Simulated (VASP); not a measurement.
Runs of VASP 6.6.1 on RbBr. The structure is that of space group I4/mmm (No. 139), or close to it. The cells are those of the table. 

| level | cell | smearing | gap on the mesh (eV) | pressure (GPa) |
| --- | --- | --- | --- | --- |
| PBE | a = 4.894, b = 4.756, c = 4.756 Å, angles 61.9, 59.0, 59.0°, 2 atoms | fermi-dirac 0.02 eV | (b) | 1.8 |
| r2SCAN | a = 4.760, b = 4.760, c = 4.622 Å, angles 61.0, 61.0, 58.1°, 2 atoms | gaussian 0.01 eV | 5.15 | 2.4 |
| r2SCAN | a = 4.894, b = 4.756, c = 4.756 Å, angles 61.9, 59.0, 59.0°, 2 atoms | gaussian 0.01 eV | 4.96 | 1.2 |
| PBE | a = 4.760, b = 4.760, c = 4.622 Å, angles 61.0, 61.0, 58.1°, 2 atoms | fermi-dirac 0.02 eV | (a) | 3.0 |

Alike in all rows: task single point; potentials or basis VASP PAW PBE potentials, release 64 (Rb_sv, Br); no spin polarisation; k mesh 6 × 6 × 6; cutoff (eV) 520.

Q: Estimate the missing entries.

A: (a) 4.54; (b) 4.36.

Caveats: the PAW data sets were made with another functional, which shifts forces and pressure a little (some runs).

A k mesh can miss the band edges, and the runs leave out spin-orbit coupling on Br, Rb.
